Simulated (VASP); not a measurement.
# YS: vibrations by perturbation theory with PBEsol

YS:

```
CELL_PARAMETERS angstrom
0.00000 2.73033 2.73033
2.73033 0.00000 2.73033
2.73033 2.73033 0.00000
ATOMIC_POSITIONS crystal
Y 0.50000 0.50000 0.50000
S 0.00000 0.00000 0.00000
```

```
Program                : VASP 6.6.1
Task                   : vibrations by perturbation theory
Functional             : PBEsol
Potentials or basis    : VASP PAW PBE potentials, release 64 (Y_sv, S)
Cutoff                 : 520 eV
k mesh                 : 12 × 12 × 12
Occupations            : fermi-dirac, width 0.1 eV
Spin                   : no spin polarisation
Dipole correction      : no
Further INCAR settings : ALGO = Normal; EDIFF = 1e-08; NBANDS = 16; IBRION = 8; NSW = 1
```

```json
{
  "Highest phonon frequency at Γ, LO-TO splitting left out": "298 cm⁻¹"
}
```

Phonon frequencies in cm⁻¹ (negative: imaginary):
```tsv
q point	frequencies
(0.000, 0.000, 0.000)	0 0 0 298 298 298
```

Run time: 8.1 min on 1 thread of Intel Xeon 6975P-C, with other jobs on the host, peak memory 0.38 GiB.
